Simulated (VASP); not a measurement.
Write the native input for VASP 6.6.1 that does the following.

```yaml
Task: single point
Functional: LDA
Potentials_or_basis: VASP PAW LDA potentials, release 64 (O)
Cutoff: 520 eV
k_mesh: 18 × 18 × 18
Occupations: fermi-dirac, width 0.08 eV
Spin: no spin polarisation
Dipole_correction: no
Further_INCAR_settings: ALGO = Normal; EDIFF = 1e-06; NBANDS = 9
```

The structure of O lies in POSCAR:

```
O
1.0
    0.0000000000      1.3612722112      1.3612722112
    1.3612722112      0.0000000000      1.3612722112
    1.3612722112      1.3612722112      0.0000000000
O
1
Direct
    0.0000000000      0.0000000000      0.0000000000
```

This cell differs from its parent crystal: volume scaled by 0.7.

One way to write it, as run:

INCAR

```
SYSTEM = O
PREC = Accurate ; ENCUT = 520
EDIFF = 1E-6 ; ISMEAR = -1
SIGMA = 0.08 ; LREAL = .FALSE.
LASPH = .TRUE. ; NELM = 80
ALGO = Normal ; ISIF = 2
LWAVE = .FALSE. ; LCHARG = .FALSE.
NBANDS = 9
```

KPOINTS

```
regular mesh
0
G
  18 18 18
  0 0 0
```

Potentials or basis: VASP PAW LDA potentials, release 64 (O).

The run is started by

```sh
$ cat potpaw_LDA.64/O/POTCAR > POTCAR
$ mpirun -np 1 vasp_std > vasp.out
```

Results of the run:

- Pressure: 155.7 GPa
- Band gap on the k mesh: zero (band 3 reaches 12.34 eV, above the bottom of band 4 at 5.54 eV)

Wall time 4.6 s on 1 thread of Intel Xeon 6975P-C, on a shared host, peak memory 0.11 GiB.
